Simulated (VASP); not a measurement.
# Mn (P6_3/mmc) in VASP: notebook

Mn is run at these levels: PBEsol; tasks: single point.

Program: VASP 6.6.1. These are calculated values, not measurements. Logs are shortened: lines on timing, memory, paths and dates and some standing lists are left out, and cuts for length are marked.

**1. The cell of the first run**

It takes space group P6_3/mmc (No. 194, hexagonal). Conventional cell: a = 2.484 Å, b = 2.484 Å, c = 4.018 Å, α = 90.00°, β = 90.00°, γ = 120.00°. Mn (site symmetry -6m2) has 12 Mn at 2.47 to 2.48 Å within 3.3 Å.

This isn't the form of Mn at room conditions, which is a 58-atom cubic cell.

**2. Single point, PBEsol, collinear spin, ferromagnetic start (10.73 Å³/atom)**

File INCAR:

```
SYSTEM = Mn
  PREC = Accurate
  ENCUT = 520
  EDIFF = 1E-6
  ISMEAR = -1
  SIGMA = 0.05
  LREAL = .FALSE.
  LASPH = .TRUE.
  NELM = 150
  ALGO = Normal
  ISIF = 2
  LWAVE = .FALSE.
  LCHARG = .TRUE.
  ISPIN = 2
  MAGMOM = 3 3
  LORBIT = 11
  LMAXMIX = 4
  GGA = PS
  LELF = .TRUE.
  LVHAR = .TRUE.
  NBANDS = 24
```

File KPOINTS:

```
Automatic mesh
0
G
  17 17 9
  0 0 0
```

File POSCAR:

```
Mn
1.0
    2.4836744401      0.0000000000      0.0000000000
   -1.2418372200      2.1509251599      0.0000000000
    0.0000000000      0.0000000000      4.0175294969
Mn
2
Direct
    0.3333333333      0.6666666667      0.2500000000
    0.6666666667      0.3333333333      0.7500000000
```

Potentials or basis: VASP PAW PBE potentials, release 64 (Mn_pv).

Run with:

```bash
$ cat potpaw_PBE.64/Mn_pv/POTCAR > POTCAR
$ mpirun -np 1 vasp_std > vasp.out
```

OUTCAR:

```text
SYSTEM = Mn
   PREC = Accurate
   ENCUT = 520
   EDIFF = 1E-6
   ISMEAR = -1
   LREAL = .FALSE.
   LASPH = .TRUE.
   NELM = 150
   ISIF = 2
   ISPIN = 2
   LORBIT = 11
   GGA = PS

 ion  position               nearest neighbor table
   1  0.333  0.667  0.250-   2 2.47   2 2.47   2 2.47   2 2.47   2 2.47   2 2.47
   2  0.667  0.333  0.750-   1 2.47   1 2.47   1 2.47   1 2.47   1 2.47   1 2.47

  LATTYP: Found a hexagonal cell.
 ALAT       =     2.4836744401
 C/A-ratio  =     1.6175749253

  Lattice vectors:

 A1 = (   2.4836744401,   0.0000000000,   0.0000000000)
 A2 = (  -1.2418372200,   2.1509251599,   0.0000000000)
 A3 = (   0.0000000000,   0.0000000000,   4.0175294969)

Analysis of symmetry for initial positions (statically):
=====================================================================
 Subroutine PRICEL returns:
 Original cell was already a primitive cell.

 Routine SETGRP: Setting up the symmetry group for a
 hexagonal supercell.

 Subroutine GETGRP returns: Found 24 space group operations
 (whereof 12 operations were pure point group operations)
 out of a pool of 24 trial point group operations.

The static configuration has the point symmetry D_3d.
 The point group associated with its full space group is D_6h.

Analysis of symmetry for dynamics (positions and initial velocities):
=====================================================================
 Subroutine PRICEL returns:
 Original cell was already a primitive cell.

 Routine SETGRP: Setting up the symmetry group for a
 hexagonal supercell.

 Subroutine GETGRP returns: Found 24 space group operations
 (whereof 12 operations were pure point group operations)
 out of a pool of 24 trial point group operations.

The dynamic configuration has the point symmetry D_3d.
 The point group associated with its full space group is D_6h.

Analysis of structural, dynamic, and magnetic symmetry:
=====================================================================
 Subroutine PRICEL returns:
 Original cell was already a primitive cell.

 Routine SETGRP: Setting up the symmetry group for a
 hexagonal supercell.

 Subroutine GETGRP returns: Found 24 space group operations
 (whereof 12 operations were pure point group operations)
 out of a pool of 24 trial point group operations.

The overall configuration has the point symmetry D_3d.
 The point group associated with its full space group is D_6h.

 Subroutine INISYM returns: Found 24 space group operations
 (whereof 12 operations are pure point group operations),
 and found     1 'primitive' translations

----------------------------------------------------------------------------------------

                                     Primitive cell

  volume of cell :      21.4624

  direct lattice vectors                    reciprocal lattice vectors
     2.483674440  0.000000000  0.000000000     0.402629259  0.232458111  0.000000000
    -1.241837220  2.150925160  0.000000000     0.000000000  0.464916222  0.000000000
     0.000000000  0.000000000  4.017529497     0.000000000  0.000000000  0.248909187

  length of vectors
     2.483674440  2.483674440  4.017529497     0.464916222  0.464916222  0.248909187

  position of ions in fractional coordinates (direct lattice)
     0.333333333  0.666666667  0.250000000
     0.666666667  0.333333333  0.750000000

  ion indices of the primitive-cell ions
   primitive index   ion index
                 1           1
                 2           2

----------------------------------------------------------------------------------------

 KPOINTS: Automatic mesh

Automatic generation of k-mesh.
 Grid dimensions read from file:
 generate k-points for:   17   17    9

 Generating k-lattice:

  Cartesian coordinates                     Fractional coordinates (reciprocal lattice)
     0.023684074  0.013674007  0.000000000     0.058823529 -0.000000000  0.000000000
     0.000000000  0.027348013  0.000000000     0.000000000  0.058823529  0.000000000
     0.000000000  0.000000000  0.027656576     0.000000000  0.000000000  0.111111111

  Length of vectors
     0.027348013  0.027348013  0.027656576

  Shift w.r.t. Gamma in fractional coordinates (k-lattice)
     0.000000000  0.000000000  0.000000000

 Subroutine IBZKPT returns following result:
 ===========================================

 Found    165 irreducible k-points:

 Following reciprocal coordinates:
            Coordinates               Weight
  0.000000  0.000000  0.000000      1.000000
  0.058824  0.000000  0.000000      6.000000
  0.117647 -0.000000  0.000000      6.000000
  0.176471 -0.000000  0.000000      6.000000
  0.235294 -0.000000  0.000000      6.000000
  0.294118  0.000000  0.000000      6.000000
[... 16 lines left out ...]
  0.411765  0.117647  0.000000     12.000000
  0.176471  0.176471  0.000000      6.000000
 [... further k-points ...]
   k-points           NKPTS =    165   k-points in BZ     NKDIM =    165   number of bands    NBANDS=     24
   number of dos      NEDOS =    301   number of ions     NIONS =      2
   total plane-waves  NPLWV =   9720
   dimension x,y,z NGX =    18 NGY =   18 NGZ =   30
   dimension x,y,z NGXF=    36 NGYF=   36 NGZF=   60
   ions per type =               2
   NGX,Y,Z   is equivalent  to a cutoff of  12.05, 12.05, 12.41 a.u.
   NGXF,Y,Z  is equivalent  to a cutoff of  24.10, 24.10, 24.83 a.u.
 SYSTEM =  Mn
   PREC   = accura    normal or accurate (medium, high low for compatibility)
   ISTART =      0    job   : 0-new  1-cont  2-samecut
   ICHARG =      2    charge: 1-file 2-atom 10-const
   ISPIN  =      2    spin polarized calculation?
   LNONCOLLINEAR =      F non collinear calculations
   LSORBIT =      F    spin-orbit coupling
   LASPH  =      T    aspherical Exc in radial PAW
   ENCUT  =  520.0 eV  38.22 Ry    6.18 a.u.   4.62  4.62  7.47*2*pi/ulx,y,z
   NELM   =    150;   NELMIN=  2; NELMDL= -5     # of ELM steps
   EDIFF  = 0.1E-05   stopping-criterion for ELM
   LREAL  =      F    real-space projection
   EDIFFG = 0.1E-04   stopping-criterion for IOM
   NSW    =      0    number of steps for IOM
   IBRION =     -1    ionic relax: 0-MD 1-quasi-New 2-CG
   NFREE  =      0    steps in history (QN), initial steepest desc. (CG)
   ISIF   =      2    stress and relaxation
   ISYM   =      2    0-nonsym 1-usesym 2-fastsym
   POTIM  = 0.5000    time-step for ionic-motion
   TEBEG  =    0.0;   TEEND  =   0.0 temperature during run
   PSTRESS=    0.0 pullay stress
   NELECT =      26.0000    total number of electrons
   NUPDOWN=      -1.0000    fix difference up-down
   EMIN   =  10.00;   EMAX   =-10.00  energy-range for DOS
   EFERMI =   0.00;   METHOD = LEGACY
   ISMEAR =    -1;   SIGMA  =   0.05  broadening in eV -4-tet -1-fermi 0-gaus
   EFERMI_NEDOS =   21; number of points for ismear=-14 and -15
   IALGO  =     38    algorithm
   IMIX   =      4    mixing-type and parameters
     AMIX     =   0.40;   BMIX     =  1.00
     AMIX_MAG =   1.60;   BMIX_MAG =  1.00
  volume/ion in A,a.u.               =      10.73        72.42
  Fermi-wavevector in a.u.,A,eV,Ry     =   1.745177  3.297907 41.438508  3.045644
  Thomas-Fermi vector in A             =   2.816915
   LORBIT       =     11    0 simple, 1 ext, 2 COOP (PROOUT), +10 PAW based schemes
   GGA     = PS    functional components
   LHFCALC =     F    Hartree Fock is set to
   AEXX    =    0.0000 exact exchange contribution
   IVDW    =     0    specifies the selected vdW correction
   LEPSILON=     F    determine dielectric tensor
   LRPA    =     F    only Hartree local field effects (RPA)
 spin polarized calculation
  energy-cutoff  :      520.00
  volume of cell :       21.46
 maximum number of plane-waves:       588
   NGX =  9   NGY =  9   NGZ = 15

 number of electron      26.0000026 magnetization       0.0028380

 number of electron      26.0000026 magnetization      -0.0001008

 Free energy of the ion-electron system (eV)
  ---------------------------------------------------
  ext. energy  EPLUGINS =         0.00000000
  ---------------------------------------------------
  free energy    TOTEN  =       -19.39742372 eV

  energy without entropy =      -19.37528407  energy(sigma->0) =      -19.38635389

 E-fermi :  10.2125     XC(G=0): -14.1963

 val. band max:       10.2069538511   @ k =   0.0588   0.0000   0.0000
 cond. band min:      10.2134172264   @ k =   0.1765   0.1176   0.4444
 fundamental gap:      0.0064633753
 Fermi energy:        10.2124657006

 spin component 1

 k-point     1 :       0.0000    0.0000    0.0000
  band No.  band energies     occupation
      1     -37.9061      1.00000
      2     -37.2370      1.00000
      3     -37.2370      1.00000
      4     -37.1306      1.00000
      5     -37.1306      1.00000
      6     -37.1179      1.00000
[... 16 lines left out ...]
     23      36.5636      0.00000
     24      36.5636      0.00000
[... 598 lines left out ...]
      2     -37.5563      1.00000
      3     -37.5512      1.00000
      4     -37.3456      1.00000
      5     -37.2422      1.00000
      6     -37.2100      1.00000
[... 16 lines left out ...]
     23      31.9115      0.00000
     24      33.3480      0.00000

 [... further k-points ...]

 spin component 2

 k-point     1 :       0.0000    0.0000    0.0000
  band No.  band energies     occupation
      1     -37.9062      1.00000
      2     -37.2370      1.00000
      3     -37.2370      1.00000
      4     -37.1306      1.00000
      5     -37.1306      1.00000
      6     -37.1179      1.00000
[... 16 lines left out ...]
     23      36.5636      0.00000
     24      36.5636      0.00000
[... 598 lines left out ...]
      2     -37.5563      1.00000
      3     -37.5512      1.00000
      4     -37.3456      1.00000
      5     -37.2422      1.00000
      6     -37.2101      1.00000
[... 16 lines left out ...]
     23      31.9114      0.00000
     24      33.3479      0.00000

 [... further k-points ...]

------------------------ aborting loop because EDIFF is reached ----------------------------------------

  FORCE on cell =-STRESS in cart. coord.  units (eV):
  Direction    XX          YY          ZZ          XY          YZ          ZX
  --------------------------------------------------------------------------------------
  -------------------------------------------------------------------------------------
  Total       -1.4908972     -1.4908972     -1.5349109     -0.0000000      0.0000000     -0.0000000
  in kB     -111.2959153   -111.2959153   -114.5815543     -0.0000000      0.0000000     -0.0000000
  external PRESSURE =    -112.3911283 kB  Pullay stress =       0.0000000 kB

 VOLUME and BASIS-vectors are now :
 -----------------------------------------------------------------------------
  energy-cutoff  :      520.00
  volume of cell :       21.46
      direct lattice vectors                 reciprocal lattice vectors
     2.483674440  0.000000000  0.000000000     0.402629259  0.232458111  0.000000000
    -1.241837220  2.150925160  0.000000000     0.000000000  0.464916222  0.000000000
     0.000000000  0.000000000  4.017529497     0.000000000  0.000000000  0.248909187

 POSITION                                       TOTAL-FORCE (eV/Angst)
 -----------------------------------------------------------------------------------
     -0.00000      1.43395      1.00438        -0.000000      0.000000     -0.000000
      1.24184      0.71698      3.01315         0.000000     -0.000000      0.000000
 -----------------------------------------------------------------------------------
    total drift:                                0.000000     -0.000000      0.000000

  FREE ENERGIE OF THE ION-ELECTRON SYSTEM (eV)
  ---------------------------------------------------
  free  energy   TOTEN  =       -19.3974237157 eV

  energy  without entropy=      -19.3752840680  energy(sigma->0) =      -19.38635389

 total charge

# of ion       s       p       d       tot
------------------------------------------
    1        0.430   6.405   5.159  11.994
    2        0.430   6.405   5.159  11.994
--------------------------------------------------
tot          0.860  12.810  10.318  23.988

 magnetization (x)

# of ion       s       p       d       tot
------------------------------------------
    1        0.000   0.000  -0.000  -0.000
    2        0.000   0.000  -0.000  -0.000
--------------------------------------------------
tot          0.000   0.000  -0.000  -0.000
```

It took 86 s on 1 thread of Intel Xeon Platinum 8488C (Sapphire Rapids), shared host; peak memory 0.21 GiB.

Results:

```yaml
Free_energy: -19.3974 eV
Pressure: -11.2 GPa
Band_gap_on_the_k_mesh: zero (filled and empty bands overlap)
Net_moment: 0.00 μB per cell
Valence_electrons_inside_the_program's_atomic_spheres: Mn 11.99
```

Levels at points of the mesh, in eV from the Fermi level:
Spin up:
| k point | band 9 | band 10 | band 11 | band 12 | band 13 | band 14 | band 15 | band 16 | band 17 | band 18 |
| --- | --- | --- | --- | --- | --- | --- | --- | --- | --- | --- |
| (0.00, 0.00, 0.00) | -0.96 | -0.94 | -0.94 | -0.47 | -0.47 | 0.05 | 0.05 | 0.74 | 1.62 | 1.62 |
Spin down:
| k point | band 11 | band 12 | band 13 | band 14 | band 15 | band 16 |
| --- | --- | --- | --- | --- | --- | --- |
| (0.00, 0.00, 0.00) | -0.94 | -0.47 | -0.47 | 0.05 | 0.05 | 0.74 |

Caveat: the cell stands under tension; the moments typed at the start vanished in this run; the PAW data sets were made with another functional, which shifts forces and pressure a little.

**3. Single point, PBEsol, collinear spin, ferromagnetic start (11.14 Å³/atom)**

This run uses another cell than the first one, of 11.14 Å³/atom.

File INCAR:

```
PREC     = Accurate       # precision mode
ENCUT    = 520            # plane-wave cutoff, eV
EDIFF    = 1E-7           # SCF threshold, eV
ISMEAR   = -1             # smearing method
SIGMA    = 0.05           # smearing width, eV
LREAL    = False          # projectors in reciprocal space
LASPH    = True           # aspherical terms in the spheres
NELM     = 150            # most SCF steps
ALGO     = Normal         # electronic algorithm
ISIF     = 2              # what is computed and relaxed
LWAVE    = False          # write WAVECAR
LCHARG   = False          # write CHGCAR
ISPIN    = 2              # spin polarisation
MAGMOM   = 3 3            # initial moments
LORBIT   = 11             # projections on sites
LMAXMIX  = 4              # l up to which the mixer works
GGA      = PS             # functional
NBANDS   = 24             # bands
```

File KPOINTS:

```
Automatic mesh
0
Gamma
  17 17 9
```

File POSCAR:

```
Mn
1.0
    2.5151166949      0.0000000000      0.0000000000
   -1.2575583474      2.1781549513      0.0000000000
    0.0000000000      0.0000000000      4.0683896999
Mn
2
Direct
    0.3333333333      0.6666666667      0.2500000000
    0.6666666667      0.3333333333      0.7500000000
```

Potentials or basis: VASP PAW PBE potentials, release 64 (Mn_pv).

Run with:

```bash
$ cat potpaw_PBE.64/Mn_pv/POTCAR > POTCAR
$ mpirun -np 1 vasp_std > vasp.out
```

Wall time 1.7 min (1 thread of Intel Xeon Platinum 8488C (Sapphire Rapids), shared host); peak memory 0.23 GiB.

The run converged. Its results:

```yaml
Free_energy: -19.3163 eV
Pressure: -20.1 GPa
Band_gap_on_the_k_mesh: zero (filled and empty bands overlap)
Net_moment: 0.00 μB per cell
Valence_electrons_inside_the_program's_atomic_spheres: Mn 11.92
```

Stress tensor (GPa, compression positive):
```
-20.00   0.00   0.00
  0.00 -20.00   0.00
  0.00   0.00 -20.36
```

Levels at points of the mesh, in eV from the Fermi level:
Spin up:
```tsv
k point	band 11	band 12	band 13	band 14	band 15	band 16
(0.00, 0.00, 0.00)	-0.89	-0.44	-0.44	0.05	0.05	0.69
```
Spin down:
| k point | band 11 | band 12 | band 13 | band 14 | band 15 | band 16 |
| --- | --- | --- | --- | --- | --- | --- |
| (0.00, 0.00, 0.00) | -0.89 | -0.44 | -0.44 | 0.05 | 0.05 | 0.69 |

Caveat: the cell stands under tension; the moments typed at the start vanished in this run; the PAW data sets were made with another functional, which shifts forces and pressure a little.

**4. Single point, PBEsol, collinear spin, ferromagnetic start (11.56 Å³/atom)**

This run uses another cell than the first one, of 11.56 Å³/atom.

File INCAR:

```
SYSTEM = Mn
PREC = Accurate
ENCUT = 520
EDIFF = 1E-7
ISMEAR = -1
SIGMA = 0.05
LREAL = .FALSE.
LASPH = .TRUE.
NELM = 150
ALGO = Normal
ISIF = 2
LWAVE = .FALSE.
LCHARG = .FALSE.
ISPIN = 2
MAGMOM = 3 3
LORBIT = 11
LMAXMIX = 4
GGA = PS
NBANDS = 24
```

File KPOINTS:

```
regular mesh
0
G
  17 17 9
  0 0 0
```

File POSCAR:

```
Mn
1.0
    2.5457918729      0.0000000000      0.0000000000
   -1.2728959364      2.2047204347      0.0000000000
    0.0000000000      0.0000000000      4.1180090987
Mn
2
Direct
    0.3333333333      0.6666666667      0.2500000000
    0.6666666667      0.3333333333      0.7500000000
```

Run with:

```bash
$ cat potpaw_PBE.64/Mn_pv/POTCAR > POTCAR
$ mpirun -np 1 vasp_std > vasp.out
```

Wall time 99 s (1 thread of Intel Xeon Platinum 8488C (Sapphire Rapids), shared host); peak memory 0.24 GiB.

The run converged. Its results:

| Property | Result |
| --- | --- |
| Free energy | -19.1938 eV |
| Pressure | -27.3 GPa |
| Band gap on the k mesh | zero (filled and empty bands overlap) |
| Net moment | 0.00 μB per cell |
| Valence electrons inside the program's atomic spheres | Mn 11.85 |

Stress tensor (GPa, compression positive):
```
-27.16   0.00   0.00
  0.00 -27.16   0.00
  0.00   0.00 -27.55
```

Levels at points of the mesh, in eV from the Fermi level:
Spin up:
```csv
k point,band 9,band 10,band 11,band 12,band 13,band 14,band 15,band 16,band 17,band 18
"(0.00, 0.00, 0.00)",-0.86,-0.84,-0.84,-0.42,-0.42,0.05,0.05,0.65,1.46,1.46
```
Spin down:
```tsv
k point	band 11	band 12	band 13	band 14	band 15	band 16
(0.00, 0.00, 0.00)	-0.84	-0.42	-0.42	0.05	0.05	0.65
```

Caveat: the cell stands under tension; the moments typed at the start vanished in this run; the PAW data sets were made with another functional, which shifts forces and pressure a little.
